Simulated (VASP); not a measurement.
# KAl3O (P4mm) in VASP: single point with PBE

Aim: the single point of KAl3O with PBE.

All numbers are computed with VASP 6.6.1; they aren't measurements. Logs are shortened: lines on timing, memory, paths and dates and some standing lists are left out, and cuts for length are marked.

## 1. The cell of the first run

Symmetry: P4mm, No. 99, tetragonal system. The conventional cell has a = 4.548 Å, b = 4.548 Å, c = 4.546 Å, α = 90.00°, β = 90.00°, γ = 90.00°. Within 4.2 Å of K (site symmetry 4mm) lie 12 Al at 3.19 to 3.24 Å and 8 O at 3.92 to 3.96 Å. Within 3.0 Å of Al (site symmetry 2mm) lie 2 O at 2.27 Å. Within 3.0 Å of Al (site symmetry 4mm) lie 2 O at 2.27 Å. O (site symmetry 4mm) has 6 Al at 2.27 Å within 3.0 Å.

## 2. Single point, PBE

Input file INCAR:

```
PREC = Accurate ; ENCUT = 520
EDIFF = 1E-6 ; ISMEAR = 0
SIGMA = 0.1 ; LREAL = False
LASPH = True ; NELM = 100
ALGO = Normal ; ISIF = 2
LWAVE = False ; LCHARG = True
GGA = PE ; LELF = True
LVHAR = True ; NBANDS = 20
```

Input file KPOINTS:

```
regular mesh
0
Gamma
  4 4 4
```

Input file POSCAR:

```
KAl3O
1.0
    4.5477521000      0.0000000000      0.0000000000
    0.0000000000      4.5477521000      0.0000000000
    0.0000000000      0.0000000000      4.5462860200
K Al O
1 3 1
Direct
    0.5000000000      0.5000000000      0.0063817900
    0.0000000000      0.5000000000      0.5135070100
    0.0000000000      0.0000000000      0.0140400500
    0.5000000000      0.0000000000      0.5135070100
    0.0000000000      0.0000000000      0.5142551100
```

Potentials or basis: VASP PAW PBE potentials, release 64 (K_sv, Al, O).

Started as:

```
cat potpaw_PBE.64/K_sv/POTCAR potpaw_PBE.64/Al/POTCAR potpaw_PBE.64/O/POTCAR > POTCAR
mpirun -np 1 vasp_std > vasp.out
```

OUTCAR:

```text
PREC = Accurate
   ENCUT = 520
   EDIFF = 1E-6
   ISMEAR = 0
   LREAL = False
   LASPH = True
   NELM = 100
   ISIF = 2
   GGA = PE

 ion  position               nearest neighbor table
   1  0.500  0.500  0.006-   2 3.19   4 3.19   4 3.19   2 3.19   3 3.22   3 3.22   3 3.22   3 3.22
                             2 3.24   4 3.24   4 3.24   2 3.24
   2  0.000  0.500  0.514-   5 2.27   5 2.27   1 3.19   1 3.19   3 3.21   3 3.21   4 3.22   4 3.22
                             4 3.22   4 3.22   3 3.22   3 3.22   1 3.24   1 3.24
   3  0.000  0.000  0.014-   5 2.27   5 2.27   4 3.21   2 3.21   2 3.21   4 3.21   1 3.22   1 3.22
                             1 3.22   1 3.22   2 3.22   4 3.22   4 3.22   2 3.22
   4  0.500  0.000  0.514-   5 2.27   5 2.27   1 3.19   1 3.19   3 3.21   3 3.21   2 3.22   2 3.22
                             2 3.22   2 3.22   3 3.22   3 3.22   1 3.24   1 3.24
   5  0.000  0.000  0.514-   3 2.27   2 2.27   4 2.27   2 2.27   4 2.27   3 2.27

  LATTYP: Found a simple tetragonal cell.
 ALAT       =     4.5477521000
 C/A-ratio  =     0.9996776253

  Lattice vectors:

 A1 = (   4.5477521000,   0.0000000000,   0.0000000000)
 A2 = (   0.0000000000,   4.5477521000,   0.0000000000)
 A3 = (   0.0000000000,   0.0000000000,   4.5462860200)

Analysis of symmetry for initial positions (statically):
=====================================================================
 Subroutine PRICEL returns:
 Original cell was already a primitive cell.

 Routine SETGRP: Setting up the symmetry group for a
 simple tetragonal supercell.

 Subroutine GETGRP returns: Found  8 space group operations
 (whereof  8 operations were pure point group operations)
 out of a pool of 16 trial point group operations.

The static configuration has the point symmetry C_4v.

Analysis of symmetry for dynamics (positions and initial velocities):
=====================================================================
 Subroutine PRICEL returns:
 Original cell was already a primitive cell.

 Routine SETGRP: Setting up the symmetry group for a
 simple tetragonal supercell.

 Subroutine GETGRP returns: Found  8 space group operations
 (whereof  8 operations were pure point group operations)
 out of a pool of 16 trial point group operations.

The dynamic configuration has the point symmetry C_4v.

 Subroutine INISYM returns: Found  8 space group operations
 (whereof  8 operations are pure point group operations),
 and found     1 'primitive' translations

----------------------------------------------------------------------------------------

                                     Primitive cell

  volume of cell :      94.0265

  direct lattice vectors                    reciprocal lattice vectors
     4.547752100  0.000000000  0.000000000     0.219888855  0.000000000  0.000000000
     0.000000000  4.547752100  0.000000000     0.000000000  0.219888855  0.000000000
     0.000000000  0.000000000  4.546286020     0.000000000  0.000000000  0.219959764

  length of vectors
     4.547752100  4.547752100  4.546286020     0.219888855  0.219888855  0.219959764

  position of ions in fractional coordinates (direct lattice)
     0.500000000  0.500000000  0.006381790
     0.000000000  0.500000000  0.513507010
     0.000000000  0.000000000  0.014040050
     0.500000000  0.000000000  0.513507010
     0.000000000  0.000000000  0.514255110

  ion indices of the primitive-cell ions
   primitive index   ion index
                 1           1
                 2           2
                 3           3
                 4           4
                 5           5

----------------------------------------------------------------------------------------

 KPOINTS: regular mesh

Automatic generation of k-mesh.
 Grid dimensions read from file:
 generate k-points for:    4    4    4

 Generating k-lattice:

  Cartesian coordinates                     Fractional coordinates (reciprocal lattice)
     0.054972214  0.000000000  0.000000000     0.250000000  0.000000000  0.000000000
     0.000000000  0.054972214  0.000000000     0.000000000  0.250000000  0.000000000
     0.000000000  0.000000000  0.054989941     0.000000000  0.000000000  0.250000000

  Length of vectors
     0.054972214  0.054972214  0.054989941

  Shift w.r.t. Gamma in fractional coordinates (k-lattice)
     0.000000000  0.000000000  0.000000000

 Subroutine IBZKPT returns following result:
 ===========================================

 Found     18 irreducible k-points:

 Following reciprocal coordinates:
            Coordinates               Weight
  0.000000  0.000000  0.000000      1.000000
  0.250000  0.000000  0.000000      4.000000
  0.500000  0.000000  0.000000      2.000000
  0.250000  0.250000  0.000000      4.000000
  0.500000  0.250000  0.000000      4.000000
  0.500000  0.500000  0.000000      1.000000
[... 10 lines left out ...]
  0.500000  0.250000  0.500000      4.000000
  0.500000  0.500000  0.500000      1.000000
   k-points           NKPTS =     18   k-points in BZ     NKDIM =     18   number of bands    NBANDS=     20
   number of dos      NEDOS =    301   number of ions     NIONS =      5
   total plane-waves  NPLWV =  46656
   dimension x,y,z NGX =    36 NGY =   36 NGZ =   36
   dimension x,y,z NGXF=    72 NGYF=   72 NGZF=   72
   ions per type =               1   3   1
   NGX,Y,Z   is equivalent  to a cutoff of  13.16, 13.16, 13.16 a.u.
   NGXF,Y,Z  is equivalent  to a cutoff of  26.32, 26.32, 26.33 a.u.
 SYSTEM =  unknown system
   PREC   = accura    normal or accurate (medium, high low for compatibility)
   ISTART =      0    job   : 0-new  1-cont  2-samecut
   ICHARG =      2    charge: 1-file 2-atom 10-const
   ISPIN  =      1    spin polarized calculation?
   LNONCOLLINEAR =      F non collinear calculations
   LSORBIT =      F    spin-orbit coupling
   LASPH  =      T    aspherical Exc in radial PAW
   ENCUT  =  520.0 eV  38.22 Ry    6.18 a.u.   8.46  8.46  8.45*2*pi/ulx,y,z
   NELM   =    100;   NELMIN=  2; NELMDL= -5     # of ELM steps
   EDIFF  = 0.1E-05   stopping-criterion for ELM
   LREAL  =      F    real-space projection
   EDIFFG = 0.1E-04   stopping-criterion for IOM
   NSW    =      0    number of steps for IOM
   IBRION =     -1    ionic relax: 0-MD 1-quasi-New 2-CG
   NFREE  =      0    steps in history (QN), initial steepest desc. (CG)
   ISIF   =      2    stress and relaxation
   ISYM   =      2    0-nonsym 1-usesym 2-fastsym
   POTIM  = 0.5000    time-step for ionic-motion
   TEBEG  =    0.0;   TEEND  =   0.0 temperature during run
   PSTRESS=    0.0 pullay stress
   NELECT =      24.0000    total number of electrons
   NUPDOWN=      -1.0000    fix difference up-down
   EMIN   =  10.00;   EMAX   =-10.00  energy-range for DOS
   EFERMI =   0.00;   METHOD = LEGACY
   ISMEAR =     0;   SIGMA  =   0.10  broadening in eV -4-tet -1-fermi 0-gaus
   EFERMI_NEDOS =   21; number of points for ismear=-14 and -15
   IALGO  =     38    algorithm
   IMIX   =      4    mixing-type and parameters
     AMIX     =   0.40;   BMIX     =  1.00
     AMIX_MAG =   1.60;   BMIX_MAG =  1.00
  volume/ion in A,a.u.               =      18.81       126.90
  Fermi-wavevector in a.u.,A,eV,Ry     =   1.038473  1.962429 14.672874  1.078426
  Thomas-Fermi vector in A             =   2.172959
   LORBIT       =      0    0 simple, 1 ext, 2 COOP (PROOUT), +10 PAW based schemes
   GGA     = PE    functional components
   LHFCALC =     F    Hartree Fock is set to
   AEXX    =    0.0000 exact exchange contribution
   IVDW    =     0    specifies the selected vdW correction
   LEPSILON=     F    determine dielectric tensor
   LRPA    =     F    only Hartree local field effects (RPA)
 non-spin polarized calculation
 Gauss-broadening in eV      SIGMA  =   0.10
  energy-cutoff  :      520.00
  volume of cell :       94.03
 maximum number of plane-waves:      2560
 NGX is ok and might be reduce to    36
   NGX = 17   NGY = 17   NGZ = 17

 number of electron      24.0000005 magnetization

 Free energy of the ion-electron system (eV)
  ---------------------------------------------------
  ext. energy  EPLUGINS =         0.00000000
  ---------------------------------------------------
  free energy    TOTEN  =       -16.83562317 eV

  energy without entropy =      -16.82268566  energy(sigma->0) =      -16.82915442

 E-fermi :   4.6758     XC(G=0):  -9.4875

 val. band max:        4.6438950849   @ k =   0.5000   0.2500   0.5000
 cond. band min:       4.8163579732   @ k =   0.5000   0.2500   0.2500
 fundamental gap:      0.1724628883
 Fermi energy:         4.6758249324

 k-point     1 :       0.0000    0.0000    0.0000
  band No.  band energies     occupation
      1     -25.0762      2.00000
      2     -14.2621      2.00000
      3      -8.7343      2.00000
      4      -8.7343      2.00000
      5      -8.7340      2.00000
      6      -1.6604      2.00000
[... 12 lines left out ...]
     19       9.0638      0.00000
     20       9.0638      0.00000

 k-point     2 :       0.2500    0.0000    0.0000
  band No.  band energies     occupation
      1     -25.0742      2.00000
      2     -14.2456      2.00000
      3      -8.7968      2.00000
      4      -8.7264      2.00000
      5      -8.7261      2.00000
      6      -2.1667      2.00000
[... 12 lines left out ...]
     19      10.9076      0.00000
     20      11.5588      0.00000

 k-point     3 :       0.5000    0.0000    0.0000
  band No.  band energies     occupation
      1     -25.0723      2.00000
      2     -14.2291      2.00000
      3      -8.8572      2.00000
      4      -8.7184      2.00000
      5      -8.7181      2.00000
      6      -2.5318      2.00000
[... 12 lines left out ...]
     19      10.2726      0.00000
     20      11.1730      0.00000

 k-point     4 :       0.2500    0.2500    0.0000
  band No.  band energies     occupation
      1     -25.0723      2.00000
      2     -14.2277      2.00000
      3      -8.7936      2.00000
      4      -8.7901      2.00000
      5      -8.7189      2.00000
      6      -2.0897      2.00000
[... 291 lines left out ...]
 k-point    17 :       0.5000    0.2500    0.5000
  band No.  band energies     occupation
      1     -25.0670      2.00000
      2     -14.1730      2.00000
      3      -8.8352      2.00000
      4      -8.8352      2.00000
      5      -8.7619      2.00000
      6      -1.9573      2.00000
[... 12 lines left out ...]
     19      11.3018      0.00000
     20      11.3790      0.00000

 k-point    18 :       0.5000    0.5000    0.5000
  band No.  band energies     occupation
      1     -25.0653      2.00000
      2     -14.1558      2.00000
      3      -8.8171      2.00000
      4      -8.8171      2.00000
      5      -8.8171      2.00000
      6      -1.9193      2.00000
[... 12 lines left out ...]
     19      12.1941      0.00000
     20      12.2002      0.00000

------------------------ aborting loop because EDIFF is reached ----------------------------------------

  FORCE on cell =-STRESS in cart. coord.  units (eV):
  Direction    XX          YY          ZZ          XY          YZ          ZX
  --------------------------------------------------------------------------------------
  -------------------------------------------------------------------------------------
  Total        2.1006813      2.1006813      2.0980807      0.0000000     -0.0000000      0.0000000
  in kB       35.7948405     35.7948405     35.7505268      0.0000000     -0.0000000      0.0000000
  external PRESSURE =      35.7800692 kB  Pullay stress =       0.0000000 kB

 VOLUME and BASIS-vectors are now :
 -----------------------------------------------------------------------------
  energy-cutoff  :      520.00
  volume of cell :       94.03
      direct lattice vectors                 reciprocal lattice vectors
     4.547752100  0.000000000  0.000000000     0.219888855  0.000000000  0.000000000
     0.000000000  4.547752100  0.000000000     0.000000000  0.219888855  0.000000000
     0.000000000  0.000000000  4.546286020     0.000000000  0.000000000  0.219959764

 POSITION                                       TOTAL-FORCE (eV/Angst)
 -----------------------------------------------------------------------------------
      2.27388      2.27388      0.02901        -0.000000     -0.000000      0.165432
      0.00000      2.27388      2.33455        -0.000000     -0.000000     -0.093295
      0.00000      0.00000      0.06383        -0.000000     -0.000000      0.007782
      2.27388      0.00000      2.33455         0.000000      0.000000     -0.093295
      0.00000      0.00000      2.33795        -0.000000     -0.000000      0.013376
 -----------------------------------------------------------------------------------
    total drift:                                0.000000      0.000000     -0.000078

  FREE ENERGIE OF THE ION-ELECTRON SYSTEM (eV)
  ---------------------------------------------------
  free  energy   TOTEN  =       -16.8356231737 eV

  energy  without entropy=      -16.8226856606  energy(sigma->0) =      -16.82915442
```

Wall time 14 s (1 thread of Intel Xeon 6975P-C (Granite Rapids), shared host); peak memory 0.21 GiB.

What came out:

```
Free energy            : -16.8356 eV
Pressure               : 3.6 GPa
Largest force          : 0.165 eV/Å
Band gap on the k mesh : zero (band 12 reaches 6.49 eV, above the bottom of band 13 at 4.29 eV)
```

Forces in eV/Å, atoms in the order of the input:
```
K    0.000  0.000  0.165
Al   0.000  0.000 -0.093
Al   0.000  0.000  0.008
Al   0.000  0.000 -0.093
O    0.000  0.000  0.013
```
